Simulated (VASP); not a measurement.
# Rb16Li (a cell with a defect) in VASP: further runs

Runs on Rb16Li (a cell with a defect). Level: PBE. Tasks: single point.

All numbers are computed with VASP 6.6.1; they aren't measurements. Logs are shortened: lines on timing, memory, paths and dates and some standing lists are left out, and cuts for length are marked.

**1. The cell of the first run**

The cell holds a defect, 17 atoms: a = 11.180 Å, b = 11.180 Å, c = 11.180 Å, α = 90.00°, β = 90.00°, γ = 90.00°.

**2. Single point, PBE**

INCAR

```
PREC = Accurate ; ENCUT = 520
EDIFF = 1E-7 ; ISMEAR = 0
SIGMA = 0.1 ; LREAL = Auto
LASPH = T ; NELM = 100
ALGO = Normal ; ISIF = 2
LWAVE = F ; LCHARG = T
GGA = PE ; LELF = T
LVHAR = T ; NBANDS = 88
```

KPOINTS

```
regular mesh
0
Gamma
  1 1 1
```

POSCAR

```
Rb16Li
1.0
   11.1800000000      0.0000000000      0.0000000000
    0.0000000000     11.1800000000      0.0000000000
    0.0000000000      0.0000000000     11.1800000000
Rb Li
16 1
Direct
    0.0002707513      0.0205601968      0.0234274597
    0.4998253131     -0.0078094812      0.0508106440
   -0.0004162791      0.4632303220     -0.0235041145
    0.0002655635      0.0204932021      0.4766261181
    0.2717171735      0.2868988372      0.2501097496
    0.4999947227      0.5411341682     -0.0336771020
    0.4998198569     -0.0080848837      0.4494786225
    0.7280671735      0.2864500000      0.2501085868
   -0.0004162791      0.4633289803      0.5235822004
    0.2248754025      0.7284964222      0.2499472272
    0.2848226297      0.2091713775      0.7500285331
    0.4999974061      0.5411970483      0.5337564401
    0.7749575134      0.7288475850      0.2499510733
    0.7149223614      0.2087911449      0.7500268336
    0.2009740608      0.7567041145      0.7500282648
    0.7982044723      0.7577265653      0.7500347048
    0.4992147585      0.8801319320      0.7502419499
```

Potentials or basis: VASP PAW PBE potentials, release 64 (Rb_sv, Li_sv).

Run with:

```console
$ cat potpaw_PBE.64/Rb_sv/POTCAR potpaw_PBE.64/Li_sv/POTCAR > POTCAR
$ mpirun -np 1 vasp_gam > vasp.out
```

OUTCAR:

```text
PREC = Accurate
   ENCUT = 520
   EDIFF = 1E-7
   ISMEAR = 0
   LREAL = Auto
   LASPH = T
   NELM = 100
   ISIF = 2
   GGA = PE

 ion  position               nearest neighbor table
   1  0.000  0.021  0.023-  15 4.80  16 4.80  10 4.84  13 4.84  11 4.89  14 4.89   5 4.95   8 4.95
                             3 4.98   4 5.07   2 5.60   2 5.61
   2  0.500  0.992  0.051-  17 3.59   7 4.46   8 4.72   5 4.72  14 4.79  11 4.79  13 4.80  10 4.81
                             6 5.13  16 5.41  15 5.42   1 5.60   1 5.61
   3  1.000  0.463  0.976-  15 4.72  16 4.72   8 4.74   5 4.74  13 4.95  10 4.95  14 4.96  11 4.96
                             1 4.98   9 5.06   6 5.65   6 5.66
   4  0.000  0.020  0.477-  15 4.80  16 4.80  10 4.84  13 4.84  11 4.89  14 4.89   5 4.95   8 4.95
                             9 4.98   1 5.07   7 5.60   7 5.61
   5  0.272  0.287  0.250-   2 4.72   7 4.73   9 4.74   3 4.74   4 4.95   1 4.95  10 4.96  12 4.97
                             6 4.97   8 5.10  11 5.66  11 5.66
   6  0.500  0.541  0.966-  16 4.78  15 4.78  12 4.84  10 4.89  13 4.89   5 4.97   8 4.97  11 5.04
                            14 5.04   2 5.13   3 5.65   3 5.66
   7  0.500  0.992  0.449-  17 3.59   2 4.46   8 4.72   5 4.73  14 4.79  11 4.79  13 4.81  10 4.81
                            12 5.13  16 5.41  15 5.42   4 5.60   4 5.61
   8  0.728  0.286  0.250-   2 4.72   7 4.72   9 4.74   3 4.74   4 4.95   1 4.95  12 4.97   6 4.97
                            13 4.97   5 5.10  14 5.66  14 5.66
   9  1.000  0.463  0.524-  15 4.72  16 4.72   8 4.74   5 4.74  13 4.95  10 4.95  14 4.96  11 4.97
                             4 4.98   3 5.06  12 5.65  12 5.66
  10  0.225  0.728  0.250-   2 4.81   7 4.81   1 4.84   4 4.84   6 4.89  12 4.89   3 4.95   9 4.95
                             5 4.96  13 5.03  15 5.60  15 5.61
  11  0.285  0.209  0.750-   7 4.79   2 4.79  14 4.81   1 4.89   4 4.89   3 4.96   9 4.97   6 5.04
                            12 5.04  15 5.14   5 5.66   5 5.66
  12  0.500  0.541  0.534-  16 4.78  15 4.78   6 4.84  10 4.89  13 4.89   5 4.97   8 4.97  11 5.04
                            14 5.04   7 5.13   9 5.65   9 5.66
  13  0.775  0.729  0.250-   2 4.80   7 4.81   1 4.84   4 4.84   6 4.89  12 4.89   3 4.95   9 4.95
                             8 4.97  10 5.03  16 5.60  16 5.61
  14  0.715  0.209  0.750-   7 4.79   2 4.79  11 4.81   1 4.89   4 4.89   3 4.96   9 4.96   6 5.04
                            12 5.04  16 5.13   8 5.66   8 5.66
  15  0.201  0.757  0.750-  17 3.61  16 4.50   9 4.72   3 4.72  12 4.78   6 4.78   4 4.80   1 4.80
                            11 5.14   7 5.42   2 5.42  10 5.60  10 5.61
  16  0.798  0.758  0.750-  17 3.61  15 4.50   9 4.72   3 4.72  12 4.78   6 4.78   4 4.80   1 4.80
                            14 5.13   7 5.41   2 5.41  13 5.60  13 5.61
  17  0.499  0.880  0.750-   2 3.59   7 3.59  15 3.61  16 3.61

  LATTYP: Found a simple cubic cell.
 ALAT       =    11.1800000000

  Lattice vectors:

 A1 = (  11.1800000000,   0.0000000000,   0.0000000000)
[... 148 lines left out ...]
   EMIN   =  10.00;   EMAX   =-10.00  energy-range for DOS
   EFERMI =   0.00;   METHOD = LEGACY
   ISMEAR =     0;   SIGMA  =   0.10  broadening in eV -4-tet -1-fermi 0-gaus
   EFERMI_NEDOS =   21; number of points for ismear=-14 and -15
   IALGO  =     38    algorithm
   IMIX   =      4    mixing-type and parameters
     AMIX     =   0.40;   BMIX     =  1.00
     AMIX_MAG =   1.60;   BMIX_MAG =  1.00
  volume/ion in A,a.u.               =      82.20       554.72
  Fermi-wavevector in a.u.,A,eV,Ry     =   0.772809  1.460397  8.125857  0.597234
  Thomas-Fermi vector in A             =   1.874520
   LORBIT       =      0    0 simple, 1 ext, 2 COOP (PROOUT), +10 PAW based schemes
   GGA     = PE    functional components
   LHFCALC =     F    Hartree Fock is set to
   AEXX    =    0.0000 exact exchange contribution
   IVDW    =     0    specifies the selected vdW correction
   LEPSILON=     F    determine dielectric tensor
   LRPA    =     F    only Hartree local field effects (RPA)
 non-spin polarized calculation
 Gauss-broadening in eV      SIGMA  =   0.10
  energy-cutoff  :      520.00
  volume of cell :     1397.42
 maximum number of plane-waves:     18781
 NGX is ok and might be reduce to    84
   NGX = 41   NGY = 41   NGZ = 41

 number of electron     146.9999994 magnetization

 Free energy of the ion-electron system (eV)
  ---------------------------------------------------
  ext. energy  EPLUGINS =         0.00000000
  ---------------------------------------------------
  free energy    TOTEN  =       -15.31443517 eV

  energy without entropy =      -15.09869375  energy(sigma->0) =      -15.20656446

 E-fermi :   0.2564     XC(G=0):  -5.6191

 val. band max:        0.2544952377   @ k =   0.0000   0.0000   0.0000
 cond. band min:       0.2879059097   @ k =   0.0000   0.0000   0.0000
 fundamental gap:      0.0334106720
 Fermi energy:         0.2563620477

 k-point     1 :       0.0000    0.0000    0.0000
  band No.  band energies     occupation
      1     -47.5459      2.00000
      2     -28.7845      2.00000
      3     -28.7828      2.00000
      4     -28.7825      2.00000
      5     -28.7822      2.00000
      6     -28.7331      2.00000
[... 77 lines left out ...]
     84       0.9350      0.00000
     85       1.2839      0.00000
 [bands above 85 left out]

------------------------ aborting loop because EDIFF is reached ----------------------------------------

  FORCE on cell =-STRESS in cart. coord.  units (eV):
  Direction    XX          YY          ZZ          XY          YZ          ZX
  --------------------------------------------------------------------------------------
  -------------------------------------------------------------------------------------
  Total        1.9762833      1.1371890      2.0898595      0.0050952      0.0002336     -0.0009814
  in kB        2.2658668      1.3038206      2.3960853      0.0058418      0.0002678     -0.0011252
  external PRESSURE =       1.9885909 kB  Pullay stress =       0.0000000 kB

 VOLUME and BASIS-vectors are now :
 -----------------------------------------------------------------------------
  energy-cutoff  :      520.00
  volume of cell :     1397.42
      direct lattice vectors                 reciprocal lattice vectors
    11.180000000  0.000000000  0.000000000     0.089445438  0.000000000  0.000000000
     0.000000000 11.180000000  0.000000000     0.000000000  0.089445438  0.000000000
     0.000000000  0.000000000 11.180000000     0.000000000  0.000000000  0.089445438

 POSITION                                       TOTAL-FORCE (eV/Angst)
 -----------------------------------------------------------------------------------
      0.00303      0.22986      0.26192         0.000119     -0.003334     -0.006994
      5.58805     11.09269      0.56806         0.000086      0.008273     -0.025792
     11.17535      5.17891     10.91722         0.000059      0.007658      0.018909
      0.00297      0.22911      5.32868         0.000144     -0.003218      0.006917
      3.03780      3.20753      2.79623        -0.015931     -0.008179      0.000095
      5.58994      6.04988     10.80349         0.000274     -0.001958      0.019653
[... 9 lines left out ...]
      8.92393      8.47138      8.38539        -0.028340     -0.005129      0.000038
      5.58122      9.83987      8.38770        -0.003102     -0.013836      0.000448
 -----------------------------------------------------------------------------------
    total drift:                               -0.004057     -0.004240      0.000862

  FREE ENERGIE OF THE ION-ELECTRON SYSTEM (eV)
  ---------------------------------------------------
  free  energy   TOTEN  =       -15.3144351742 eV

  energy  without entropy=      -15.0986937484  energy(sigma->0) =      -15.20656446
```

stdout:

```text
POSCAR found type information on POSCAR RbLi
 POSCAR found :  2 types and      17 ions
 scaLAPACK will be used
 LDA part: xc-table for (Slater+PW92), standard interpolation
 POSCAR, INCAR and KPOINTS ok, starting setup
 FFT: planning ... GRIDC
 FFT: planning ... GRID_SOFT
 FFT: planning ... GRID
 WAVECAR not read
 entering main loop
```

Run time: 2 min. Hardware: 1 thread of AMD EPYC 9R45 (Zen 5), shared host; peak memory 0.95 GiB.

Results:

```
Free energy            : -15.3144 eV
Largest force          : 0.029 eV/Å
Band gap on the k mesh : zero (an odd number of electrons rules out a gap without spin polarisation)
```

Forces on the atoms (eV/Å):
```
Rb   0.000 -0.003 -0.007
Rb   0.000  0.008 -0.026
Rb   0.000  0.008  0.019
Rb   0.000 -0.003  0.007
Rb  -0.016 -0.008  0.000
Rb   0.000 -0.002  0.020
Rb   0.000  0.009  0.026
Rb   0.017 -0.007  0.000
Rb   0.000  0.007 -0.019
Rb   0.009  0.005  0.000
Rb  -0.024  0.004  0.000
Rb   0.000 -0.002 -0.020
Rb  -0.008  0.004  0.000
Rb   0.023  0.004  0.000
Rb   0.029 -0.004  0.000
Rb  -0.028 -0.005  0.000
Li  -0.003 -0.014  0.000
```

Levels at points of the mesh, in eV from the Fermi level:
| k point | band 71 | band 72 | band 73 | band 74 | band 75 | band 76 |
| --- | --- | --- | --- | --- | --- | --- |
| (0.00, 0.00, 0.00) | -0.74 | -0.72 | 0.00 | 0.03 | 0.03 | 0.03 |

Caveat: the k points lie up to 0.56 Å⁻¹ apart, too coarse for converged energies and pressures of a metal; the cutoff is under 1.25 times the usual one of these potentials, so pressure, stress and relaxed cells hold a basis-set (Pulay) error.

**3. Single point, PBE**

INCAR

```
  ALGO = Normal
  EDIFF = 1E-6
  ENCUT = 520
  GGA = PE
  ISIF = 2
  ISMEAR = 0
  LASPH = T
  LCHARG = T
  LELF = T
  LREAL = Auto
  LVHAR = T
  LWAVE = F
  NBANDS = 88
  NELM = 100
  PREC = Accurate
  SIGMA = 0.1
```

KPOINTS

```
k-points
0
Gamma
  1 1 1
```

POSCAR

```
Rb16Li
1.0
   11.1800000000      0.0000000000      0.0000000000
    0.0000000000     11.1800000000      0.0000000000
    0.0000000000      0.0000000000     11.1800000000
Rb Li
16 1
Direct
    0.0002786225      0.0239187835      0.0214205725
    0.4996356887      0.0502771020     -0.0093893560
    0.0002546512      0.4764254919      0.0213316637
   -0.0006754025     -0.0235105546      0.4632081395
    0.2722915921      0.2504466011      0.2869283542
    0.4996188730      0.4507727191     -0.0099908766
    0.4999131485     -0.0334362254      0.5419404293
    0.7272570662      0.2504383721      0.2863794275
   -0.0006831843      0.5240084973      0.4633521467
    0.2843852415      0.7502745081      0.2093317531
    0.2244407871      0.2500343470      0.7280370304
    0.4999248658      0.5339831843      0.5419518784
    0.7150613596      0.7502772809      0.2089548301
    0.7752339893      0.2500432916      0.7284910555
    0.2015208408      0.7501722719      0.7585013417
    0.7974762970      0.7502044723      0.7596843470
    0.4990203041      0.7508462433      0.8796254919
```

Potentials or basis: VASP PAW PBE potentials, release 64 (Rb_sv, Li_sv).

Run with:

```console
$ cat potpaw_PBE.64/Rb_sv/POTCAR potpaw_PBE.64/Li_sv/POTCAR > POTCAR
$ mpirun -np 1 vasp_gam > vasp.out
```

It took 89 s on 1 thread of AMD EPYC 9R45 (Zen 5), shared host; peak memory 0.94 GiB.

Results (log left out):

- Free energy: -15.3138 eV
- Largest force: 0.022 eV/Å
- Band gap on the k mesh: zero (an odd number of electrons rules out a gap without spin polarisation)

Forces in eV/Å, atoms in the order of the input:
```
Rb   0.000 -0.006 -0.007
Rb   0.000 -0.012  0.018
Rb   0.000  0.006 -0.006
Rb   0.000  0.017  0.012
Rb  -0.015  0.000 -0.010
Rb   0.000  0.013  0.018
Rb   0.000  0.018 -0.005
Rb   0.015  0.000 -0.010
Rb   0.000 -0.018  0.011
Rb  -0.019  0.000  0.004
Rb   0.008  0.000  0.007
Rb   0.000 -0.018 -0.005
Rb   0.019  0.000  0.005
Rb  -0.008  0.000  0.006
Rb   0.014  0.000 -0.013
Rb  -0.015  0.000 -0.015
Li   0.001  0.000 -0.010
```

Levels at points of the mesh, in eV from the Fermi level:
```
           k point  band 69  band 70  band 71  band 72  band 73  band 74  band 75  band 76  band 77  band 78
(0.00, 0.00, 0.00)    -0.75    -0.75    -0.74    -0.72     0.00     0.03     0.03     0.03     0.17     0.17
```

Caveat: the k points lie up to 0.56 Å⁻¹ apart, too coarse for converged energies and pressures of a metal; the cutoff is under 1.25 times the usual one of these potentials, so pressure, stress and relaxed cells hold a basis-set (Pulay) error.
